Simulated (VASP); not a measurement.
Wanted: the native input for a VASP 6.6.1 run.

* Task: single point
* Functional: PBE
* Potentials or basis: VASP PAW PBE potentials, release 64 (Br, K_sv)
* Cutoff: 520 eV
* k mesh: 7 × 7 × 7
* Occupations: gaussian, width 0.015 eV
* Spin: no spin polarisation
* Dipole correction: no
* Further INCAR settings: ALGO = Normal; EDIFF = 1e-07; NBANDS = 15

The structure of KBr lies in POSCAR:

```
KBr
1.0
    0.0000000000      3.3000000000      3.3000000000
    3.3000000000      0.0000000000      3.3000000000
    3.3000000000      3.3000000000      0.0000000000
Br K
1 1
Direct
    0.5000000000      0.5000000000      0.5000000000
    0.0000000000      0.0000000000      0.0000000000
```

These files were run (other wordings do the same):

INCAR

```
PREC = Accurate
ENCUT = 520
EDIFF = 1E-7
ISMEAR = 0
SIGMA = 0.015
LREAL = False
LASPH = True
NELM = 100
ALGO = Normal
ISIF = 2
LWAVE = False
LCHARG = False
GGA = PE
NBANDS = 15
```

KPOINTS

```
regular mesh
0
Gamma
  7 7 7
```

Potentials or basis: VASP PAW PBE potentials, release 64 (Br, K_sv).

Run with:

```console
$ cat potpaw_PBE.64/Br/POTCAR potpaw_PBE.64/K_sv/POTCAR > POTCAR
$ mpirun -np 1 vasp_std > vasp.out
```

It gave:

* Pressure: 0.8 GPa
* Band gap on the k mesh: 4.43 eV, direct

Run time: 8.7 s on 1 thread of Intel(R) Xeon(R) 6975P-C (Granite Rapids), on a shared host, peak memory 0.21 GiB.
